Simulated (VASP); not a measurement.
Wanted: the native input for a VASP 6.6.1 run.

```
Task                   : relaxation of cell and atoms
Functional             : PBEsol
Potentials or basis    : VASP PAW PBE potentials, release 64 (Ti_sv, O)
Cutoff                 : 600 eV
k mesh                 : 6 × 6 × 6
Occupations            : gaussian, width 0.01 eV
Spin                   : no spin polarisation
Target pressure        : 5 GPa
Dipole correction      : no
Further INCAR settings : ALGO = Normal; EDIFF = 1e-07; IBRION = 2; EDIFFG = -0.01; NSW = 80; ISIF = 3
```

The structure of TiO2 lies in POSCAR:

```
TiO2
1.0
   -1.8921000000      1.8921000000      4.7573000000
    1.8921000000     -1.8921000000      4.7573000000
    1.8921000000      1.8921000000     -4.7573000000
Ti O
2 4
Direct
    0.0000000000      1.0000000000      0.0000000000
    0.7500000000      0.2500000000      0.5000000000
    0.2081000000      0.2081000000      0.0000000000
    0.7919000000      0.7919000000      0.0000000000
   -0.0419000000      0.4581000000      0.5000000000
    0.5419000000      1.0419000000      0.5000000000
```

The input as run:

INCAR

```
PREC     = Accurate       # precision mode
ENCUT    = 600            # plane-wave cutoff, eV
EDIFF    = 1E-7           # SCF threshold, eV
ISMEAR   = 0              # smearing method
SIGMA    = 0.01           # smearing width, eV
LREAL    = F              # projectors in reciprocal space
LASPH    = T              # aspherical terms in the spheres
NELM     = 120            # most SCF steps
ALGO     = Normal         # electronic algorithm
ISIF     = 3              # what is computed and relaxed
LWAVE    = F              # write WAVECAR
LCHARG   = F              # write CHGCAR
GGA      = PS             # functional
IBRION   = 2              # ionic algorithm
NSW      = 80             # ionic steps
EDIFFG   = -0.01          # ionic threshold
PSTRESS  = 50.0         
GGA_COMPAT= F            
NELMIN   = 4
```

KPOINTS

```
regular mesh
0
Gamma
  6 6 6
```

Potentials or basis: VASP PAW PBE potentials, release 64 (Ti_sv, O).

The run is started by

```sh
$ cat potpaw_PBE.64/Ti_sv/POTCAR potpaw_PBE.64/O/POTCAR > POTCAR
$ mpirun -np 1 vasp_std > vasp.out
```

It gave:

```
Relaxed volume                                             : 11.03 Å³/atom
Relaxed cell                                               : a = 5.386 Å, b = 5.386 Å, c = 5.386 Å, α = 139.16°, β = 139.16°, γ = 59.14°
Space group after relaxing (to 0.1 Å)                      : I4_1/amd (No. 141)
Energy change on relaxing (the run minimises the enthalpy) : +4.5 meV/atom
Ionic steps                                                : 14
Pressure after relaxing                                    : 5.0 GPa
Band gap on the k mesh                                     : 2.07 eV (least direct gap 2.45 eV)
```

Caveat: the cell is relaxed towards a set pressure, so the run minimises the enthalpy, not the energy; the PAW data sets were made with another functional, which shifts forces and pressure a little.

Run time: 18 min on 1 thread of AMD EPYC 9R45 96-Core Processor (Zen 5) (shared host), peak memory 0.32 GiB.
